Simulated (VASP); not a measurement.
# SrTiO3 (Pmmm) in VASP: notebook

SrTiO3 is run at these levels: PBE; tasks: single point.

Everything below comes from runs of VASP 6.6.1. Logs are shortened: lines on timing, memory, paths and dates and some standing lists are left out, and cuts for length are marked.

### Step 1. The cell of the first run

The structure is orthorhombic, space group Pmmm (No. 47). The conventional cell has a = 3.789 Å, b = 3.936 Å, c = 4.084 Å, α = 90.00°, β = 90.00°, γ = 90.00°. Within 3.6 Å of Sr (site symmetry mmm) lie 12 O at 2.73 to 2.84 Å and 8 Ti at 3.41 Å. Ti (site symmetry mmm) has 6 O at 1.89 to 2.04 Å within 2.5 Å. Within 2.7 Å of O (site symmetry mmm) lie 2 Ti at 2.04 Å. O (site symmetry mmm) has 2 Ti at 1.89 Å within 2.5 Å. Within 2.6 Å of O (site symmetry mmm) lie 2 Ti at 1.97 Å.

### Step 2. Single point, PBE (strain +0.0375 x Voigt [1, -1, 0, 0, 0, 0])

Input file INCAR:

```
SYSTEM = SrTiO3
  PREC = Accurate
  ENCUT = 520
  EDIFF = 1E-7
  ISMEAR = 0
  SIGMA = 0.05
  LREAL = .FALSE.
  LASPH = .TRUE.
  NELM = 60
  ALGO = Normal
  ISIF = 2
  LWAVE = .FALSE.
  LCHARG = .FALSE.
  GGA = PE
  NBANDS = 28
```

Input file KPOINTS:

```
regular mesh
0
G
  8 8 8
  0 0 0
```

Input file POSCAR:

```
SrTiO3
1.0
    4.0840187007      0.0000000000      0.0000000000
    0.0000000000      3.7887884331      0.0000000000
    0.0000000000      0.0000000000      3.9364035669
Sr Ti O
1 1 3
Direct
    0.0000000000      0.0000000000      0.0000000000
    0.5000000000      0.5000000000      0.5000000000
    0.0000000000      0.5000000000      0.5000000000
    0.5000000000      0.0000000000      0.5000000000
    0.5000000000      0.5000000000      0.0000000000
```

Potentials or basis: VASP PAW PBE potentials, release 64 (Sr_sv, Ti_sv, O).

Run with:

```console
cat potpaw_PBE.64/Sr_sv/POTCAR potpaw_PBE.64/Ti_sv/POTCAR potpaw_PBE.64/O/POTCAR > POTCAR
mpirun -np 1 vasp_std > vasp.out
```

OUTCAR:

```text
SYSTEM = SrTiO3
   PREC = Accurate
   ENCUT = 520
   EDIFF = 1E-7
   ISMEAR = 0
   LREAL = .FALSE.
   LASPH = .TRUE.
   NELM = 60
   ISIF = 2
   GGA = PE

 ion  position               nearest neighbor table
   1  0.000  0.000  0.000-   3 2.73   3 2.73   3 2.73   3 2.73   5 2.79   5 2.79   5 2.79   5 2.79
                             4 2.84   4 2.84   4 2.84   4 2.84   2 3.41   2 3.41   2 3.41   2 3.41
   2  0.500  0.500  0.500-   4 1.89   4 1.89   5 1.97   5 1.97   3 2.04   3 2.04   1 3.41   1 3.41
                             1 3.41   1 3.41   1 3.41   1 3.41   1 3.41   1 3.41
   3  0.000  0.500  0.500-   2 2.04   2 2.04   1 2.73   1 2.73   1 2.73   1 2.73
   4  0.500  0.000  0.500-   2 1.89   2 1.89   1 2.84   1 2.84   1 2.84   1 2.84
   5  0.500  0.500  0.000-   2 1.97   2 1.97   1 2.79   1 2.79   1 2.79   1 2.79

  LATTYP: Found a simple orthorhombic cell.
 ALAT       =     3.7887884331
 B/A-ratio  =     1.0389610390
 C/A-ratio  =     1.0779220779

  Lattice vectors:

 A1 = (   0.0000000000,   3.7887884331,   0.0000000000)
 A2 = (   0.0000000000,   0.0000000000,   3.9364035669)
 A3 = (   4.0840187007,   0.0000000000,   0.0000000000)

Analysis of symmetry for initial positions (statically):
=====================================================================
 Subroutine PRICEL returns:
 Original cell was already a primitive cell.

 Routine SETGRP: Setting up the symmetry group for a
 simple orthorhombic supercell.

 Subroutine GETGRP returns: Found  8 space group operations
 (whereof  8 operations were pure point group operations)
 out of a pool of  8 trial point group operations.

The static configuration has the point symmetry D_2h.

Analysis of symmetry for dynamics (positions and initial velocities):
=====================================================================
 Subroutine PRICEL returns:
 Original cell was already a primitive cell.

 Routine SETGRP: Setting up the symmetry group for a
 simple orthorhombic supercell.

 Subroutine GETGRP returns: Found  8 space group operations
 (whereof  8 operations were pure point group operations)
 out of a pool of  8 trial point group operations.

The dynamic configuration has the point symmetry D_2h.

 Subroutine INISYM returns: Found  8 space group operations
 (whereof  8 operations are pure point group operations),
 and found     1 'primitive' translations

[... 93 lines left out ...]
   ICHARG =      2    charge: 1-file 2-atom 10-const
   ISPIN  =      1    spin polarized calculation?
   LNONCOLLINEAR =      F non collinear calculations
   LSORBIT =      F    spin-orbit coupling
   LASPH  =      T    aspherical Exc in radial PAW
   ENCUT  =  520.0 eV  38.22 Ry    6.18 a.u.   7.59  7.04  7.32*2*pi/ulx,y,z
   NELM   =     60;   NELMIN=  2; NELMDL= -5     # of ELM steps
   EDIFF  = 0.1E-06   stopping-criterion for ELM
   LREAL  =      F    real-space projection
   EDIFFG = 0.1E-05   stopping-criterion for IOM
   NSW    =      0    number of steps for IOM
   IBRION =     -1    ionic relax: 0-MD 1-quasi-New 2-CG
   NFREE  =      0    steps in history (QN), initial steepest desc. (CG)
   ISIF   =      2    stress and relaxation
   ISYM   =      2    0-nonsym 1-usesym 2-fastsym
   POTIM  = 0.5000    time-step for ionic-motion
   TEBEG  =    0.0;   TEEND  =   0.0 temperature during run
   PSTRESS=    0.0 pullay stress
   NELECT =      40.0000    total number of electrons
   NUPDOWN=      -1.0000    fix difference up-down
   EMIN   =  10.00;   EMAX   =-10.00  energy-range for DOS
   EFERMI =   0.00;   METHOD = LEGACY
   ISMEAR =     0;   SIGMA  =   0.05  broadening in eV -4-tet -1-fermi 0-gaus
   EFERMI_NEDOS =   21; number of points for ismear=-14 and -15
   IALGO  =     38    algorithm
   IMIX   =      4    mixing-type and parameters
     AMIX     =   0.40;   BMIX     =  1.00
     AMIX_MAG =   1.60;   BMIX_MAG =  1.00
  volume/ion in A,a.u.               =      12.18        82.21
  Fermi-wavevector in a.u.,A,eV,Ry     =   1.422980  2.689043 27.550074  2.024873
  Thomas-Fermi vector in A             =   2.543627
   LORBIT       =      0    0 simple, 1 ext, 2 COOP (PROOUT), +10 PAW based schemes
   GGA     = PE    functional components
   LHFCALC =     F    Hartree Fock is set to
   AEXX    =    0.0000 exact exchange contribution
   IVDW    =     0    specifies the selected vdW correction
   LEPSILON=     F    determine dielectric tensor
   LRPA    =     F    only Hartree local field effects (RPA)
 non-spin polarized calculation
 Gauss-broadening in eV      SIGMA  =   0.05
  energy-cutoff  :      520.00
  volume of cell :       60.91
 maximum number of plane-waves:      1666
   NGX = 15   NGY = 15   NGZ = 15

 number of electron      39.9999993 magnetization

 Free energy of the ion-electron system (eV)
  ---------------------------------------------------
  ext. energy  EPLUGINS =         0.00000000
  ---------------------------------------------------
  free energy    TOTEN  =       -39.98325230 eV

  energy without entropy =      -39.98325230  energy(sigma->0) =      -39.98325230

 E-fermi :   4.4482     XC(G=0): -11.1493

 val. band max:        4.0547121946   @ k =   0.5000   0.5000   0.5000
 cond. band min:       5.7402570116   @ k =   0.0000   0.0000   0.0000
 fundamental gap:      1.6855448170
 Fermi energy:         4.4481515380

 k-point     1 :       0.0000    0.0000    0.0000
  band No.  band energies     occupation
      1     -52.5590      2.00000
      2     -28.8756      2.00000
      3     -28.8277      2.00000
      4     -28.7880      2.00000
      5     -28.7771      2.00000
      6     -13.4442      2.00000
[... 733 lines left out ...]
     27      12.1070      0.00000
     28      12.9098      0.00000

 [... further k-points ...]
[... 5 lines left out ...]
  --------------------------------------------------------------------------------------
  -------------------------------------------------------------------------------------
  Total       -2.2627199      4.1818620      0.3445562      0.0000000     -0.0000000      0.0000000
  in kB      -59.5187336    109.9999758      9.0632299      0.0000000     -0.0000000      0.0000000
  external PRESSURE =      19.8481574 kB  Pullay stress =       0.0000000 kB

 VOLUME and BASIS-vectors are now :
 -----------------------------------------------------------------------------
  energy-cutoff  :      520.00
  volume of cell :       60.91
      direct lattice vectors                 reciprocal lattice vectors
     4.084018701  0.000000000  0.000000000     0.244856861  0.000000000  0.000000000
     0.000000000  3.788788433  0.000000000     0.000000000  0.263936617  0.000000000
     0.000000000  0.000000000  3.936403567     0.000000000  0.000000000  0.254038993

 POSITION                                       TOTAL-FORCE (eV/Angst)
 -----------------------------------------------------------------------------------
      0.00000      0.00000      0.00000         0.000000      0.000000      0.000000
      2.04201      1.89439      1.96820         0.000000      0.000000      0.000000
      0.00000      1.89439      1.96820         0.000000      0.000000      0.000000
      2.04201      0.00000      1.96820         0.000000      0.000000      0.000000
      2.04201      1.89439      0.00000         0.000000      0.000000      0.000000
 -----------------------------------------------------------------------------------
    total drift:                                0.000000      0.000000     -0.000000

  FREE ENERGIE OF THE ION-ELECTRON SYSTEM (eV)
  ---------------------------------------------------
  free  energy   TOTEN  =       -39.9832522994 eV

  energy  without entropy=      -39.9832522994  energy(sigma->0) =      -39.98325230
```

OSZICAR:

```text
N       E                     dE             d eps       ncg     rms          rms(c)
DAV:   1     0.430829911639E+03    0.43083E+03   -0.21503E+04  7000   0.158E+03
DAV:   2    -0.416020046359E+01   -0.43499E+03   -0.41523E+03  7980   0.435E+02
DAV:   3    -0.481597614790E+02   -0.44000E+02   -0.43644E+02  9564   0.135E+02
DAV:   4    -0.502969700931E+02   -0.21372E+01   -0.21322E+01 10708   0.255E+01
DAV:   5    -0.503535250945E+02   -0.56555E-01   -0.56544E-01  9644   0.342E+00    0.261E+01
DAV:   6    -0.400777766894E+02    0.10276E+02   -0.53604E+01  9984   0.641E+01    0.143E+01
DAV:   7    -0.400818125626E+02   -0.40359E-02   -0.83250E+00  9304   0.217E+01    0.106E+01
DAV:   8    -0.400401489456E+02    0.41664E-01   -0.14442E+00  8648   0.123E+01    0.309E+00
DAV:   9    -0.399972389682E+02    0.42910E-01   -0.31472E-01  9192   0.484E+00    0.124E+00
DAV:  10    -0.399872443597E+02    0.99946E-02   -0.77986E-02  8996   0.212E+00    0.624E-01
DAV:  11    -0.399833079719E+02    0.39364E-02   -0.16478E-02 10888   0.132E+00    0.161E-01
DAV:  12    -0.399832707340E+02    0.37238E-04   -0.12811E-03  8240   0.305E-01    0.114E-01
DAV:  13    -0.399832687878E+02    0.19462E-05   -0.19411E-04 11284   0.133E-01    0.713E-02
DAV:  14    -0.399832506272E+02    0.18161E-04   -0.19785E-04  8724   0.125E-01    0.189E-02
DAV:  15    -0.399832535917E+02   -0.29645E-05   -0.26146E-05  9240   0.496E-02    0.150E-02
DAV:  16    -0.399832525822E+02    0.10095E-05   -0.48992E-06  9244   0.222E-02    0.126E-02
DAV:  17    -0.399832522443E+02    0.33789E-06   -0.32852E-06  8312   0.145E-02    0.424E-03
DAV:  18    -0.399832522994E+02   -0.55059E-07   -0.40399E-07  8076   0.720E-03
   1 F= -.39983252E+02 E0= -.39983252E+02  d E =-.747159E-31
```

stdout:

```text
POSCAR found type information on POSCAR SrTiO
 POSCAR found :  3 types and       5 ions
 scaLAPACK will be used
 LDA part: xc-table for (Slater+PW92), standard interpolation
 POSCAR, INCAR and KPOINTS ok, starting setup
 FFT: planning ... GRIDC
 FFT: planning ... GRID_SOFT
 FFT: planning ... GRID
 WAVECAR not read
 entering main loop
```

Wall time 4.8 min (1 thread of Intel Xeon Platinum 8488C (Sapphire Rapids), shared host); peak memory 0.32 GiB.

Results:

| Item | Value |
| --- | --- |
| Free energy | -39.9833 eV |
| Pressure | 2.0 GPa |
| Band gap on the k mesh | 1.69 eV, indirect (least direct gap 2.09 eV) |

Caveat: the cell differs from its parent crystal (strain +0.0375 x Voigt [1, -1, 0, 0, 0, 0]).

### Step 3. Single point, PBE (strain -0.1000 x Voigt [1, -1, 0, 0, 0, 0])

Input file INCAR:

```
SYSTEM = SrTiO3
PREC     = Accurate       ! precision mode
ENCUT    = 520            ! plane-wave cutoff, eV
EDIFF    = 1E-6           ! SCF threshold, eV
ISMEAR   = 0              ! smearing method
SIGMA    = 0.05           ! smearing width, eV
LREAL    = .FALSE.        ! projectors in reciprocal space
LASPH    = .TRUE.         ! aspherical terms in the spheres
NELM     = 80             ! most SCF steps
ALGO     = Normal         ! electronic algorithm
ISIF     = 2              ! what is computed and relaxed
LWAVE    = .FALSE.        ! write WAVECAR
LCHARG   = .TRUE.         ! write CHGCAR
GGA      = PE             ! functional
LELF     = .TRUE.         ! ELF
LVHAR    = .TRUE.       
NBANDS   = 28             ! bands
```

Input file KPOINTS:

```
Automatic mesh
0
G
  8 8 8
  0 0 0
```

Changes to POSCAR since step 2:

```diff
@@ -2,4 +2,4 @@
 1.0
-    4.0840187007      0.0000000000      0.0000000000
-    0.0000000000      3.7887884331      0.0000000000
+    3.5427632102      0.0000000000      0.0000000000
+    0.0000000000      4.3300439236      0.0000000000
     0.0000000000      0.0000000000      3.9364035669
```

Potentials or basis: VASP PAW PBE potentials, release 64 (Sr_sv, Ti_sv, O).

Run with:

```console
cat potpaw_PBE.64/Sr_sv/POTCAR potpaw_PBE.64/Ti_sv/POTCAR potpaw_PBE.64/O/POTCAR > POTCAR
mpirun -np 1 vasp_std > vasp.out
```

Wall time 4.1 min (1 thread of AMD EPYC 7R43 (Zen 3), shared host); peak memory 0.28 GiB.

Results (log left out):

```yaml
Free_energy: -39.1456 eV
Pressure: 10.7 GPa
Band_gap_on_the_k_mesh: 1.59 eV, indirect (least direct gap 1.90 eV)
```

Stress tensor (GPa, compression positive):
```
 41.53   0.00   0.00
  0.00 -12.11   0.00
  0.00   0.00   2.59
```

Levels at points of the mesh, in eV from the valence-band top:
```tsv
k point	band 17	band 18	band 19	band 20	band 21	band 22	band 23	band 24
(0.00, 0.00, 0.00)	-0.84	-0.57	-0.49	-0.31	1.59	1.80	1.92	3.33
(0.50, 0.00, 0.00)	-2.41	-2.13	-1.06	-0.87	1.91	3.54	4.73	4.78
(0.00, 0.50, 0.00)	-1.65	-1.42	-0.74	-0.58	1.99	2.86	2.88	4.57
(0.50, 0.50, 0.00)	-1.79	-1.70	-1.69	-0.77	2.90	4.75	4.78	4.87
(0.00, 0.00, 0.50)	-2.12	-2.11	-0.82	-0.80	1.93	3.59	3.65	3.67
(0.50, 0.00, 0.50)	-1.81	-1.27	-1.19	-0.11	3.62	4.16	4.74	4.94
(0.00, 0.50, 0.50)	-2.29	-2.00	-1.49	-0.68	2.88	3.65	3.70	5.87
(0.50, 0.50, 0.50)	-3.12	-0.36	-0.34	0.00	3.93	4.86	5.09	6.25
```

Caveat: the cell differs from its parent crystal (strain -0.1000 x Voigt [1, -1, 0, 0, 0, 0]). A k mesh can miss the band edges.
